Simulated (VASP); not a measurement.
Here is a VASP 6.6.1 calculation.

File INCAR:

```
  ALGO = Normal
  EDIFF = 1E-6
  ENCUT = 520
  GGA = RE
  ISIF = 2
  ISMEAR = -1
  ISPIN = 2
  LASPH = T
  LCHARG = T
  LELF = T
  LMAXMIX = 4
  LORBIT = 11
  LREAL = F
  LVHAR = T
  LWAVE = F
  MAGMOM = 0.349 0.349
  NBANDS = 21
  NELM = 150
  PREC = Accurate
  SIGMA = 0.05
```

Contents of KPOINTS:

```
k-points
0
Gamma
  15 15 8
```

Contents of POSCAR:

```
Pd
1.0
    2.7861886400      0.0000000000      0.0000000000
   -1.3930943200      2.4129101420      0.0000000000
    0.0000000000      0.0000000000      4.6789703394
Pd
2
Direct
    0.3333333333      0.6666666667      0.2500000000
    0.6666666667      0.3333333333      0.7500000000
```

Potentials or basis: VASP PAW PBE potentials, release 64 (Pd).

Command:

```sh
$ cat potpaw_PBE.64/Pd/POTCAR > POTCAR
$ mpirun -np 1 vasp_std > vasp.out
```

Task: Predict the net moment.

Result: 0.70 μB per cell.

Task: Estimate the pressure.

Result: -0.1 GPa.

Stress tensor (GPa, compression positive):
```
 0.38  0.00  0.00
 0.00  0.38  0.00
 0.00  0.00 -1.01
```

Caveat: the PAW data sets were made with another functional, which shifts forces and pressure a little.
